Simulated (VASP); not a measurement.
# Cu (P6_3/mmc) in VASP: notebook, part 2 of 2

VASP 6.6.1. The steps go on from the part before.

**5. Single point, PBEsol (12.23 Å³/atom)**

INCAR

```
  PREC = Accurate
  ENCUT = 520
  EDIFF = 1E-7
  ISMEAR = 0
  SIGMA = 0.15
  LREAL = F
  LASPH = T
  NELM = 80
  ALGO = Fast
  ISIF = 2
  LWAVE = F
  LCHARG = F
  GGA = PS
  NBANDS = 18
```

KPOINTS

```
regular mesh
0
Gamma
  24 24 12
```

POSCAR

```
Cu
1.0
    2.5859180901      0.0000000000      0.0000000000
   -1.2929590451      2.2394707581      0.0000000000
    0.0000000000      0.0000000000      4.2230406841
Cu
2
Direct
    0.3333333333      0.6666666667      0.2500000000
    0.6666666667      0.3333333333      0.7500000000
```

Potentials or basis: VASP PAW PBE potentials, release 64 (Cu).

Launch:

```sh
$ cat potpaw_PBE.64/Cu/POTCAR > POTCAR
$ mpirun -np 1 vasp_std > vasp.out
```

OUTCAR:

```text
PREC = Accurate
   ENCUT = 520
   EDIFF = 1E-7
   ISMEAR = 0
   LREAL = F
   LASPH = T
   NELM = 80
   ISIF = 2
   GGA = PS

 ion  position               nearest neighbor table
   1  0.333  0.667  0.250-   2 2.59   2 2.59   2 2.59   2 2.59   2 2.59   2 2.59
   2  0.667  0.333  0.750-   1 2.59   1 2.59   1 2.59   1 2.59   1 2.59   1 2.59

  LATTYP: Found a hexagonal cell.
 ALAT       =     2.5859180901
 C/A-ratio  =     1.6330914348

  Lattice vectors:

[... 692 lines left out ...]

 [... further k-points ...]

------------------------ aborting loop because EDIFF is reached ----------------------------------------

  FORCE on cell =-STRESS in cart. coord.  units (eV):
  Direction    XX          YY          ZZ          XY          YZ          ZX
  --------------------------------------------------------------------------------------
  -------------------------------------------------------------------------------------
  Total       -1.5399960     -1.5399960     -1.4399133      0.0000000      0.0000000      0.0000000
  in kB     -100.8892178   -100.8892178    -94.3325338      0.0000000      0.0000000      0.0000000
  external PRESSURE =     -98.7036565 kB  Pullay stress =       0.0000000 kB

 VOLUME and BASIS-vectors are now :
 -----------------------------------------------------------------------------
  energy-cutoff  :      520.00
  volume of cell :       24.46
      direct lattice vectors                 reciprocal lattice vectors
     2.585918090  0.000000000  0.000000000     0.386709851  0.223267037  0.000000000
    -1.292959045  2.239470758  0.000000000     0.000000000  0.446534073  0.000000000
     0.000000000  0.000000000  4.223040684     0.000000000  0.000000000  0.236796203

 POSITION                                       TOTAL-FORCE (eV/Angst)
 -----------------------------------------------------------------------------------
     -0.00000      1.49298      1.05576         0.000000      0.000000      0.000000
      1.29296      0.74649      3.16728         0.000000     -0.000000      0.000000
 -----------------------------------------------------------------------------------
    total drift:                               -0.000000      0.000000     -0.000000

  FREE ENERGIE OF THE ION-ELECTRON SYSTEM (eV)
  ---------------------------------------------------
  free  energy   TOTEN  =        -8.5481576520 eV

  energy  without entropy=       -8.5413680209  energy(sigma->0) =       -8.54476284
```

Wall time 90 s (1 thread of AMD EPYC 9R45 (Zen 5), shared host); peak memory 0.22 GiB.

What came out:

| Item | Value |
| --- | --- |
| Free energy | -8.5482 eV |
| Pressure | -9.9 GPa |
| Band gap on the k mesh | zero (bands 11 and 12 overlap by 5.84 eV) |

Stress tensor (GPa, compression positive):
```
-10.09   0.00   0.00
  0.00 -10.09   0.00
  0.00   0.00  -9.43
```

Caveat: the cell stands under tension; the PAW data sets were made with another functional, which shifts forces and pressure a little.

**6. Single point, PBEsol (12.23 Å³/atom)**

INCAR

```
SYSTEM = Cu
  PREC = Accurate
  ENCUT = 520
  EDIFF = 1E-6
  ISMEAR = 0
  SIGMA = 0.15
  LREAL = .False.
  LASPH = .True.
  NELM = 100
  ALGO = Fast
  ISIF = 2
  LWAVE = .False.
  LCHARG = .True.
  GGA = PS
  LELF = .True.
  LVHAR = .True.
  NBANDS = 18
```

KPOINTS

```
Automatic mesh
0
Gamma
  24 24 12
  0 0 0
```

POSCAR

```
Cu
1.0
    2.6561756254      0.0000000000      0.0000000000
   -1.3280878127      2.3003155685      0.0000000000
    0.0000000000      0.0000000000      4.0025910499
Cu
2
Direct
    0.3333333333      0.6666666667      0.2500000000
    0.6666666667      0.3333333333      0.7500000000
```

Potentials or basis: VASP PAW PBE potentials, release 64 (Cu).

Launch:

```sh
$ cat potpaw_PBE.64/Cu/POTCAR > POTCAR
$ mpirun -np 1 vasp_std > vasp.out
```

Wall time 94 s (1 thread of AMD EPYC 9R45 (Zen 5), shared host); peak memory 0.22 GiB.

It converged, with:

| Quantity | Value |
| --- | --- |
| Free energy | -8.4976 eV |
| Pressure | -9.2 GPa |
| Band gap on the k mesh | zero (bands 11 and 12 overlap by 5.44 eV) |

Stress tensor (GPa, compression positive):
```
-12.93   0.00   0.00
  0.00 -12.93   0.00
  0.00   0.00  -1.89
```

Levels at points of the mesh, in eV from the Fermi level:
```csv
k point,band 8,band 9,band 10,band 11,band 12,band 13,band 14,band 15
"(0.00, 0.00, 0.00)",-2.60,-2.60,-1.67,-1.67,-0.17,4.71,19.47,19.47
"(0.50, 0.00, 0.00)",-1.73,-1.58,-1.46,-0.19,1.16,7.95,8.60,10.88
"(0.00, 0.00, 0.50)",-2.98,-1.88,-1.88,-1.88,-1.88,14.24,14.24,20.74
"(0.50, 0.00, 0.50)",-1.87,-1.63,-1.63,0.42,0.42,4.46,4.46,14.88
```

Caveat: the stress differs along the axes, from -13 to -2 GPa; the PAW data sets were made with another functional, which shifts forces and pressure a little.

**7. The runs side by side**

```tsv
cell	further INCAR settings	gap on the mesh (eV)	pressure (GPa)
a = 2.484, b = 2.484, c = 4.577 Å, angles 90.0, 90.0, 120.0°, 2 atoms	ALGO = Fast; EDIFF = 1e-07; NBANDS = 18	none	-7.5
a = 2.692, b = 2.692, c = 3.897 Å, angles 90.0, 90.0, 120.0°, 2 atoms	ALGO = Fast; EDIFF = 1e-07; NBANDS = 18	none	-7.8
a = 2.621, b = 2.621, c = 4.111 Å, angles 90.0, 90.0, 120.0°, 2 atoms	ALGO = Fast; EDIFF = 1e-06; NBANDS = 18	none	-9.9
a = 2.586, b = 2.586, c = 4.223 Å, angles 90.0, 90.0, 120.0°, 2 atoms	ALGO = Fast; EDIFF = 1e-07; NBANDS = 18	none	-9.9
a = 2.656, b = 2.656, c = 4.003 Å, angles 90.0, 90.0, 120.0°, 2 atoms	ALGO = Fast; EDIFF = 1e-06; NBANDS = 18	none	-9.2
```

Alike in all rows: task single point; level PBEsol; potentials or basis VASP PAW PBE potentials, release 64 (Cu); no spin polarisation; k mesh 24 × 24 × 12; cutoff (eV) 520; smearing gaussian 0.15 eV.

Caveats: the PAW data sets were made with another functional, which shifts forces and pressure a little; the stress differs along the axes, from -19 to -2 GPa (at least some runs); the stress differs along the axes, from -13 to 2 GPa (at least some runs); the stress differs along the axes, from -12 to -6 GPa (at least some runs); the cell stands under tension (at least some runs); the stress differs along the axes, from -13 to -2 GPa (at least some runs).

Absolute energies hang on the potentials; compare differences alone.
